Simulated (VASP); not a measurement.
The system is P.

```
CELL_PARAMETERS angstrom
1.64774 -5.46504 0.00000
1.64774 5.46504 0.00000
0.00000 0.00000 4.54364
ATOMIC_POSITIONS crystal
P 0.90414 0.09586 0.58882
P 0.09586 0.90414 0.41118
P 0.59586 0.40414 0.08882
P 0.40414 0.59586 0.91118
```

Base run:

| Quantity | Value |
| --- | --- |
| Program | VASP 6.6.1 |
| Functional | SVWN5 |
| Potentials or basis | VASP PAW PBE potentials, release 64 (P) |
| Cutoff | 500 eV |
| k mesh | 8 × 8 × 6 |
| Occupations | fermi-dirac, width 0.05 eV |
| Spin | no spin polarisation |

Its results: band gap on the k mesh 0.01 eV; pressure -1.8 GPa; largest force 0.219 eV/Å.

Question: The run is repeated on the same cell with these changes: functional from SVWN5 to pbe exchange, lda correlation; occupations from fermi-dirac, width 0.05 eV to fermi-dirac, width 0.15 eV. What comes out?

Answer: Band gap on the k mesh 0.32 eV; pressure 7.5 GPa; largest force 0.369 eV/Å.

Caveats: the PAW data sets were made with another functional, which shifts forces and pressure a little; the cell stands under pressure (at least some runs).

A k mesh can miss the band edges.
